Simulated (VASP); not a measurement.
# AlN: single point with LDA

Crystal: AlN.

```
Al N
1.0
    -3.11100    0.00000    0.00000
    -1.55550   -2.69421    0.00000
    -0.38872   -0.22443    9.95600
Al N
4 4
Direct
  0.25805 0.25805 0.90375
  0.29970 0.29970 0.40375
  0.65386 0.65386 0.15375
  0.61221 0.61221 0.65375
  0.32532 0.32532 0.09625
  0.28367 0.28367 0.59625
  0.63782 0.63782 0.34625
  0.59617 0.59617 0.84625
```

```yaml
Program: VASP 6.6.1
Task: single point
Functional: LDA
Potentials_or_basis: VASP PAW LDA potentials, release 64 (Al, N)
Cutoff: 520 eV
k_mesh: 8 × 8 × 3, shifted
Occupations: gaussian, width 0.05 eV
Spin: no spin polarisation
Dipole_correction: no
Further_INCAR_settings: ALGO = Normal; EDIFF = 1e-06; NBANDS = 26
```

* Pressure: -4.1 GPa
* Largest force: 1.019 eV/Å
* Band gap on the k mesh: 4.34 eV, direct

Forces in eV/Å, atoms in the order of the input:
```
Al  -0.628 -0.362  0.322
Al   0.011  0.006  0.157
Al   0.073  0.042  0.387
Al  -0.043 -0.025  0.144
N    0.818  0.472 -0.382
N   -0.004 -0.002 -0.168
N    0.032  0.018 -0.160
N   -0.258 -0.149 -0.300
```

Stress tensor (GPa, compression positive):
```
-4.06 -0.08  4.23
-0.08 -3.97  2.44
 4.23  2.44 -4.33
```

Levels at points of the mesh, in eV from the valence-band top:
```
           k point  band 12  band 13  band 14  band 15  band 16  band 17  band 18  band 19  band 20  band 21
(0.06, 0.06, 0.17)    -0.81    -0.74    -0.65    -0.47     0.00     4.34     5.95     6.61     6.65     9.61
```

It took 52 s on 1 thread of Intel(R) Xeon(R) Platinum 8488C (Sapphire Rapids) (shared host), peak memory 0.21 GiB.

Caveat: forces of over 1 eV/Å act on the atoms, so gaps and moduli don't describe the material at rest. A k mesh can miss the band edges.
